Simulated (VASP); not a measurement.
A run of VASP 6.6.1 is set up as follows.

File INCAR:

```
ALGO = Normal
EDIFF = 1E-6
ENCUT = 500
GGA = PS
GGA_COMPAT = F
ISIF = 2
ISMEAR = -1
LASPH = T
LCHARG = F
LREAL = F
LWAVE = F
NBANDS = 18
NELM = 120
PREC = Accurate
SIGMA = 0.03
```

KPOINTS

```
k-points
0
Gamma
  4 4 4
```

Contents of POSCAR:

```
BiTe
1.0
    0.0000000000      3.2350000000      3.2350000000
    3.2350000000      0.0000000000      3.2350000000
    3.2350000000      3.2350000000      0.0000000000
Bi Te
1 1
Direct
    0.0000000000      0.0000000000      0.0000000000
    0.5000000000      0.5000000000      0.5000000000
```

Potentials or basis: VASP PAW PBE potentials, release 64 (Bi_d, Te).

Launch:

```sh
$ cat potpaw_PBE.64/Bi_d/POTCAR potpaw_PBE.64/Te/POTCAR > POTCAR
$ mpirun -np 1 vasp_std > vasp.out
```

(1) What does it give for the pressure?

Results:

(1) -1.8 GPa.

Caveat: the k points lie up to 0.42 Å⁻¹ apart; the PAW data sets were made with another functional, which shifts forces and pressure a little.
